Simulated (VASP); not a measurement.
Set up this calculation in VASP 6.6.1, as the native input.

* Task: single point
* Functional: PBEsol
* Potentials or basis: VASP PAW PBE potentials, release 64 (Zn, S)
* Cutoff: 520 eV
* k mesh: 6 × 6 × 2
* Occupations: gaussian, width 0.01 eV
* Spin: no spin polarisation
* Dipole correction: no
* Further INCAR settings: ALGO = Normal; EDIFF = 1e-06; NBANDS = 26

The structure of ZnS lies in POSCAR:

```
ZnS
1.0
    3.8110000000      0.0000000000      0.0000000000
   -1.9055000000      3.3004200000      0.0000000000
    0.0000000000      0.0000000000      6.2340000000
Zn S
2 2
Direct
    0.3284000000      0.6450400000      0.9935283574
    0.6863200000      0.3269600000      0.5040000000
    0.3363300000      0.7101100000      0.3884900000
    0.6780800000      0.3268100000      0.8820700000
```

These files were run (other wordings do the same):

INCAR

```
SYSTEM = ZnS
ALGO = Normal
EDIFF = 1E-6
ENCUT = 520
GGA = PS
ISIF = 2
ISMEAR = 0
LASPH = .TRUE.
LCHARG = .FALSE.
LREAL = .FALSE.
LWAVE = .FALSE.
NBANDS = 26
NELM = 60
PREC = Accurate
SIGMA = 0.01
```

KPOINTS

```
k-points
0
G
  6 6 2
  0 0 0
```

Potentials or basis: VASP PAW PBE potentials, release 64 (Zn, S).

Command:

```bash
$ cat potpaw_PBE.64/Zn/POTCAR potpaw_PBE.64/S/POTCAR > POTCAR
$ mpirun -np 1 vasp_std > vasp.out
```

It gave:

```
Pressure               : 0.0 GPa
Largest force          : 1.686 eV/Å
Band gap on the k mesh : 2.04 eV
```

Caveat: the k points lie up to 0.50 Å⁻¹ apart; the PAW data sets were made with another functional, which shifts forces and pressure a little.

It took 32 s on 1 thread of AMD EPYC 9R45 96-Core Processor (Zen 5), on a shared host, peak memory 0.19 GiB.
